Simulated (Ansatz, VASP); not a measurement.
## MnSi in VASP and in Ansatz

```
CELL_PARAMETERS angstrom
4.37951 0.00000 0.00000
0.00000 4.37951 0.00000
0.00000 0.00000 4.37951
ATOMIC_POSITIONS crystal
Mn 0.13876 0.13876 0.13876
Mn 0.36124 0.86124 0.63876
Mn 0.63876 0.36124 0.86124
Mn 0.86124 0.63876 0.36124
Si 0.84604 0.84604 0.84604
Si 0.65396 0.15396 0.34604
Si 0.34604 0.65396 0.15396
Si 0.15396 0.34604 0.65396
```

Alike in both runs: functional PBEsol; k mesh 8 × 8 × 8; occupations gaussian, width 0.1 eV; collinear spin.

Ansatz relaxed the structure, and its values are those at the end. VASP's run is a single point on that final structure, the one shown.

|  | VASP | Ansatz |
| --- | --- | --- |
| version | VASP 6.6.1 | Ansatz 0.2.0 |
| potentials or method | VASP PAW PBE potentials, release 64 (Mn_pv, Si), cutoff 520 eV | scalar-relativistic, plane waves, PAW |
| valence electrons in the cell | 68 | 76 |

|  | VASP | Ansatz | Ansatz less VASP |
| --- | --- | --- | --- |
| gap on the k mesh at the Fermi level (eV) | none | none | - |
| pressure (GPa) | 15.8 | 15.6 | -0.21 |
| rms of the force components (eV/Å) | 0.008 | 0.000 | -0.0077 |
| net moment per atom (μB) | 0.39 | 0.39 | 0.000 |
| size of the moment on the site where the two differ most (μB) | 0.81 | 0.77 | -0.047 |

VASP's potentials were made for PBE, not for PBEsol. Site moments also hang on the region over which each program counts them. A gap of «none» marks a metal or a gap that the smearing closes. VASP's potentials hold 68 valence electrons a cell and Ansatz's 76, so a difference there can come from the potentials and not from the codes. Ansatz's warnings: stress scf threshold loose.
